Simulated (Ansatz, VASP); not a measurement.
**SnTe: VASP beside Ansatz**

```
Sn Te
1.0
     0.00000    3.23894    3.23894
     3.23894    0.00000    3.23894
     3.23894    3.23894    0.00000
Sn Te
1 1
Direct
  0.00000 0.00000 0.00000
  0.50000 0.50000 0.50000
```

Alike in both runs: task single point; functional PBE; k mesh 6 × 6 × 6; occupations fermi-dirac, width 0.02 eV; no spin polarisation.

|  | VASP | Ansatz |
| --- | --- | --- |
| version | VASP 6.6.1 | Ansatz 0.2.0 |
| potentials or method | VASP PAW PBE potentials, release 64 (Sn_d, Te) | plane waves, PAW |
| plane-wave cutoff (eV) | 520 | 420 |
| valence electrons in the cell | 20 | 30 |

|  | VASP | Ansatz | Ansatz less VASP |
| --- | --- | --- | --- |
| pressure (GPa) | -1.2 | -1.1 | +0.02 |

VASP's potentials hold 20 valence electrons a cell and Ansatz's 30, so a difference there can come from the potentials and not from the codes.

Neither program's run includes spin-orbit coupling.
